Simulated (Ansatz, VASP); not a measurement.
SiO2: VASP beside Ansatz

```
Si O
1.0
     0.00000    3.70063    3.70063
     3.70063    0.00000    3.70063
     3.70063    3.70063    0.00000
Si O
2 4
Cartesian
  3.7006 3.7006 3.7006
  5.5509 5.5509 5.5509
  4.6258 4.6258 4.6258
  4.6258 2.7755 2.7755
  2.7755 2.7755 4.6258
  2.7755 4.6258 2.7755
```

Alike in both runs: functional r2SCAN; k mesh 6 × 6 × 6; occupations gaussian, width 0.02 eV; no spin polarisation.

Ansatz relaxed the structure, and its values are those at the end. VASP's run is a single point on that final structure, the one shown.

|  | VASP | Ansatz |
| --- | --- | --- |
| version | VASP 6.6.1 | Ansatz 0.2.0 |
| potentials or method | VASP PAW PBE potentials, release 64 (Si, O), cutoff 520 eV | scalar-relativistic, plane waves, PAW |
| valence electrons in the cell | 32 | 32 |

```csv
,VASP,Ansatz,Ansatz less VASP
gap on the k mesh at the Fermi level (eV),6.04,6.05,+0.008
least direct gap on the mesh (eV),6.05,6.06,+0.008
pressure (GPa),0.1,0.0,-0.10
```

VASP's potentials were made for PBE, not for r2SCAN. With one functional, cell and mesh, what is left measures potentials, basis and numerics.
